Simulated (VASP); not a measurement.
# Yb (P6_3/mmc) in VASP: single point with PBE

Aim: the single point of Yb with PBE.

Program: VASP 6.6.1. These are calculated values, not measurements. Logs are shortened: lines on timing, memory, paths and dates and some standing lists are left out, and cuts for length are marked.

**1. The cell of the first run**

The structure is hexagonal, space group P6_3/mmc (No. 194). The conventional cell has a = 2.742 Å, b = 2.742 Å, c = 8.939 Å, α = 90.00°, β = 90.00°, γ = 120.00°. Yb (site symmetry -3m) has 12 Yb at 2.74 Å within 3.6 Å. Within 3.6 Å of Yb (site symmetry -6m2) lie 12 Yb at 2.74 Å.

This isn't the form of Yb at room conditions, which is fcc.

**2. Single point, PBE**

File INCAR:

```
SYSTEM = Yb
ALGO     = Normal         ! electronic algorithm
EDIFF    = 1E-6           ! SCF threshold, eV
ENCUT    = 520            ! plane-wave cutoff, eV
GGA      = PE             ! functional
ISIF     = 2              ! what is computed and relaxed
ISMEAR   = -1             ! smearing method
LASPH    = .TRUE.         ! aspherical terms in the spheres
LCHARG   = .FALSE.        ! write CHGCAR
LREAL    = .FALSE.        ! projectors in reciprocal space
LWAVE    = .FALSE.        ! write WAVECAR
NBANDS   = 56             ! bands
NELM     = 100            ! most SCF steps
PREC     = Accurate       ! precision mode
SIGMA    = 0.08           ! smearing width, eV
```

File KPOINTS:

```
k-points
0
G
  13 13 4
  0 0 0
```

File POSCAR:

```
Yb
1.0
    2.7423450829      0.0000000000      0.0000000000
   -1.3711725414      2.3749405077      0.0000000000
    0.0000000000      0.0000000000      8.9393990221
Yb
4
Direct
    0.0000000000      0.0000000000      0.0000000000
    0.0000000000      0.0000000000      0.5000000000
    0.3333333333      0.6666666667      0.2500000000
    0.6666666667      0.3333333333      0.7500000000
```

Potentials or basis: VASP PAW PBE potentials, release 64 (Yb).

On the command line:

```console
$ cat potpaw_PBE.64/Yb/POTCAR > POTCAR
$ mpirun -np 1 vasp_std > vasp.out
```

OUTCAR:

```text
SYSTEM = Yb
   EDIFF = 1E-6
   ENCUT = 520
   GGA = PE
   ISIF = 2
   ISMEAR = -1
   LASPH = .TRUE.
   LREAL = .FALSE.
   NELM = 100
   PREC = Accurate

 ion  position               nearest neighbor table
   1  0.000  0.000  0.000-   3 2.74   4 2.74   3 2.74   4 2.74   4 2.74   3 2.74
   2  0.000  0.000  0.500-   3 2.74   4 2.74   3 2.74   4 2.74   4 2.74   3 2.74
   3  0.333  0.667  0.250-   1 2.74   2 2.74   1 2.74   2 2.74   1 2.74   2 2.74
   4  0.667  0.333  0.750-   1 2.74   2 2.74   1 2.74   2 2.74   1 2.74   2 2.74

  LATTYP: Found a hexagonal cell.
 ALAT       =     2.7423450829
 C/A-ratio  =     3.2597644541

  Lattice vectors:

 A1 = (   2.7423450829,   0.0000000000,   0.0000000000)
 A2 = (  -1.3711725414,   2.3749405077,   0.0000000000)
 A3 = (   0.0000000000,   0.0000000000,   8.9393990221)

Analysis of symmetry for initial positions (statically):
=====================================================================
 Subroutine PRICEL returns:
 Original cell was already a primitive cell.

 Routine SETGRP: Setting up the symmetry group for a
 hexagonal supercell.

 Subroutine GETGRP returns: Found 24 space group operations
 (whereof 12 operations were pure point group operations)
 out of a pool of 24 trial point group operations.

The static configuration has the point symmetry D_3d.
 The point group associated with its full space group is D_6h.

Analysis of symmetry for dynamics (positions and initial velocities):
=====================================================================
 Subroutine PRICEL returns:
 Original cell was already a primitive cell.

 Routine SETGRP: Setting up the symmetry group for a
 hexagonal supercell.

 Subroutine GETGRP returns: Found 24 space group operations
 (whereof 12 operations were pure point group operations)
 out of a pool of 24 trial point group operations.

The dynamic configuration has the point symmetry D_3d.
 The point group associated with its full space group is D_6h.

 Subroutine INISYM returns: Found 24 space group operations
 (whereof 12 operations are pure point group operations),
 and found     1 'primitive' translations

----------------------------------------------------------------------------------------

                                     Primitive cell

  volume of cell :      58.2215

  direct lattice vectors                    reciprocal lattice vectors
     2.742345083  0.000000000  0.000000000     0.364651410  0.210531589  0.000000000
    -1.371172541  2.374940508  0.000000000     0.000000000  0.421063179  0.000000000
     0.000000000  0.000000000  8.939399022     0.000000000  0.000000000  0.111864343

  length of vectors
     2.742345083  2.742345083  8.939399022     0.421063179  0.421063179  0.111864343

  position of ions in fractional coordinates (direct lattice)
     0.000000000  0.000000000  0.000000000
     0.000000000  0.000000000  0.500000000
     0.333333333  0.666666667  0.250000000
     0.666666667  0.333333333  0.750000000

  ion indices of the primitive-cell ions
   primitive index   ion index
                 1           1
                 2           2
                 3           3
                 4           4

----------------------------------------------------------------------------------------

 KPOINTS: k-points

Automatic generation of k-mesh.
 Grid dimensions read from file:
 generate k-points for:   13   13    4

 Generating k-lattice:

  Cartesian coordinates                     Fractional coordinates (reciprocal lattice)
     0.028050108  0.016194738  0.000000000     0.076923077 -0.000000000  0.000000000
     0.000000000  0.032389475  0.000000000     0.000000000  0.076923077  0.000000000
     0.000000000  0.000000000  0.027966086     0.000000000  0.000000000  0.250000000

  Length of vectors
     0.032389475  0.032389475  0.027966086

  Shift w.r.t. Gamma in fractional coordinates (k-lattice)
     0.000000000  0.000000000  0.000000000

 Subroutine IBZKPT returns following result:
 ===========================================

 Found     63 irreducible k-points:

 Following reciprocal coordinates:
            Coordinates               Weight
  0.000000  0.000000  0.000000      1.000000
  0.076923  0.000000  0.000000      6.000000
  0.153846  0.000000  0.000000      6.000000
  0.230769  0.000000  0.000000      6.000000
  0.307692  0.000000  0.000000      6.000000
  0.384615  0.000000  0.000000      6.000000
[... 16 lines left out ...]
  0.076923  0.000000  0.250000     12.000000
  0.153846  0.000000  0.250000     12.000000
 [... further k-points ...]
   k-points           NKPTS =     63   k-points in BZ     NKDIM =     63   number of bands    NBANDS=     56
   number of dos      NEDOS =    301   number of ions     NIONS =      4
   total plane-waves  NPLWV =  28000
   dimension x,y,z NGX =    20 NGY =   20 NGZ =   70
   dimension x,y,z NGXF=    40 NGYF=   40 NGZF=  140
   ions per type =               4
   NGX,Y,Z   is equivalent  to a cutoff of  12.12, 12.12, 13.02 a.u.
   NGXF,Y,Z  is equivalent  to a cutoff of  24.25, 24.25, 26.04 a.u.
 SYSTEM =  Yb
   PREC   = accura    normal or accurate (medium, high low for compatibility)
   ISTART =      0    job   : 0-new  1-cont  2-samecut
   ICHARG =      2    charge: 1-file 2-atom 10-const
   ISPIN  =      1    spin polarized calculation?
   LNONCOLLINEAR =      F non collinear calculations
   LSORBIT =      F    spin-orbit coupling
   LASPH  =      T    aspherical Exc in radial PAW
   ENCUT  =  520.0 eV  38.22 Ry    6.18 a.u.   5.10  5.10 16.62*2*pi/ulx,y,z
   NELM   =    100;   NELMIN=  2; NELMDL= -5     # of ELM steps
   EDIFF  = 0.1E-05   stopping-criterion for ELM
   LREAL  =      F    real-space projection
   EDIFFG = 0.1E-04   stopping-criterion for IOM
   NSW    =      0    number of steps for IOM
   IBRION =     -1    ionic relax: 0-MD 1-quasi-New 2-CG
   NFREE  =      0    steps in history (QN), initial steepest desc. (CG)
   ISIF   =      2    stress and relaxation
   ISYM   =      2    0-nonsym 1-usesym 2-fastsym
   POTIM  = 0.5000    time-step for ionic-motion
   TEBEG  =    0.0;   TEEND  =   0.0 temperature during run
   PSTRESS=    0.0 pullay stress
   NELECT =      96.0000    total number of electrons
   NUPDOWN=      -1.0000    fix difference up-down
   EMIN   =  10.00;   EMAX   =-10.00  energy-range for DOS
   EFERMI =   0.00;   METHOD = LEGACY
   ISMEAR =    -1;   SIGMA  =   0.08  broadening in eV -4-tet -1-fermi 0-gaus
   EFERMI_NEDOS =   21; number of points for ismear=-14 and -15
   IALGO  =     38    algorithm
   IMIX   =      4    mixing-type and parameters
     AMIX     =   0.40;   BMIX     =  1.00
     AMIX_MAG =   1.60;   BMIX_MAG =  1.00
  volume/ion in A,a.u.               =      14.56        98.22
  Fermi-wavevector in a.u.,A,eV,Ry     =   1.934064  3.654851 50.894004  3.740604
  Thomas-Fermi vector in A             =   2.965441
   LORBIT       =      0    0 simple, 1 ext, 2 COOP (PROOUT), +10 PAW based schemes
   GGA     = PE    functional components
   LHFCALC =     F    Hartree Fock is set to
   AEXX    =    0.0000 exact exchange contribution
   IVDW    =     0    specifies the selected vdW correction
   LEPSILON=     F    determine dielectric tensor
   LRPA    =     F    only Hartree local field effects (RPA)
 non-spin polarized calculation
  energy-cutoff  :      520.00
  volume of cell :       58.22
 maximum number of plane-waves:      1585
   NGX = 11   NGY = 11   NGZ = 33

 number of electron      96.0000015 magnetization

 Free energy of the ion-electron system (eV)
  ---------------------------------------------------
  ext. energy  EPLUGINS =         0.00000000
  ---------------------------------------------------
  free energy    TOTEN  =        -3.58718909 eV

  energy without entropy =       -3.49211781  energy(sigma->0) =       -3.53965345

 E-fermi :   5.3420     XC(G=0): -14.4361

 val. band max:        5.3107772438   @ k =   0.3077   0.0769   0.2500
 cond. band min:       5.3514519162   @ k =   0.3077   0.1538   0.2500
 fundamental gap:      0.0406746724
 Fermi energy:         5.3420233547

 k-point     1 :       0.0000    0.0000    0.0000
  band No.  band energies     occupation
      1     -46.7392      2.00000
      2     -46.4189      2.00000
      3     -46.4037      2.00000
      4     -46.0630      2.00000
      5     -21.0730      2.00000
      6     -19.1403      2.00000
[... 48 lines left out ...]
     55       8.9330      0.00000
     56       9.5846      0.00000

 k-point     2 :       0.0769    0.0000    0.0000
  band No.  band energies     occupation
      1     -46.7069      2.00000
      2     -46.3940      2.00000
      3     -46.3788      2.00000
      4     -46.0466      2.00000
      5     -20.9995      2.00000
      6     -19.1569      2.00000
[... 48 lines left out ...]
     55       8.9061      0.00000
     56       9.6847      0.00000

 k-point     3 :       0.1538    0.0000    0.0000
  band No.  band energies     occupation
      1     -46.6152      2.00000
      2     -46.3245      2.00000
      3     -46.3094      2.00000
      4     -46.0024      2.00000
      5     -20.7858      2.00000
      6     -19.2605      2.00000
[... 1172 lines left out ...]
 k-point    23 :       0.0769    0.0000    0.2500
  band No.  band energies     occupation
      1     -46.6831      2.00000
      2     -46.5114      2.00000
      3     -46.2586      2.00000
      4     -46.0732      2.00000
      5     -20.8687      2.00000
      6     -19.8965      2.00000
[... 48 lines left out ...]
     55       9.0288      0.00000
     56       9.2778      0.00000

 k-point    24 :       0.1538    0.0000    0.2500
  band No.  band energies     occupation
      1     -46.5930      2.00000
      2     -46.4331      2.00000
      3     -46.1984      2.00000
      4     -46.0269      2.00000
      5     -20.6743      2.00000
      6     -19.8583      2.00000
[... 48 lines left out ...]
     55       9.5935      0.00000
     56       9.6910      0.00000

 [... further k-points ...]

------------------------ aborting loop because EDIFF is reached ----------------------------------------

  FORCE on cell =-STRESS in cart. coord.  units (eV):
  Direction    XX          YY          ZZ          XY          YZ          ZX
  --------------------------------------------------------------------------------------
  -------------------------------------------------------------------------------------
  Total       30.8965301     30.8965301     30.9072456      0.0000000     -0.0000000      0.0000000
  in kB      850.2313794    850.2313793    850.5262547      0.0000000     -0.0000000      0.0000000
  external PRESSURE =     850.3296711 kB  Pullay stress =       0.0000000 kB

 VOLUME and BASIS-vectors are now :
 -----------------------------------------------------------------------------
  energy-cutoff  :      520.00
  volume of cell :       58.22
      direct lattice vectors                 reciprocal lattice vectors
     2.742345083  0.000000000  0.000000000     0.364651410  0.210531589  0.000000000
    -1.371172541  2.374940508  0.000000000     0.000000000  0.421063179  0.000000000
     0.000000000  0.000000000  8.939399022     0.000000000  0.000000000  0.111864343

 POSITION                                       TOTAL-FORCE (eV/Angst)
 -----------------------------------------------------------------------------------
      0.00000      0.00000      0.00000        -0.000000      0.000000      0.000000
      0.00000      0.00000      4.46970        -0.000000      0.000000      0.000000
     -0.00000      1.58329      2.23485        -0.000000      0.000000      0.000000
      1.37117      0.79165      6.70455         0.000000      0.000000      0.000000
 -----------------------------------------------------------------------------------
    total drift:                                0.000000     -0.000000      0.000000

  FREE ENERGIE OF THE ION-ELECTRON SYSTEM (eV)
  ---------------------------------------------------
  free  energy   TOTEN  =        -3.5871890930 eV

  energy  without entropy=       -3.4921178050  energy(sigma->0) =       -3.53965345
```

It took 33 min on 1 thread of Oxide Virtual Turin-like, shared host; peak memory 0.26 GiB.

What came out:

```
Free energy            : -3.5872 eV
Pressure               : 85.0 GPa
Band gap on the k mesh : zero (bands 48 and 49 overlap by 1.26 eV)
```

Caveat: the cell stands under pressure; spin-orbit coupling is left out, which moves the levels of the heavy elements. Spin polarisation is off, so any magnetic state and its effect on volume and gap are missing.
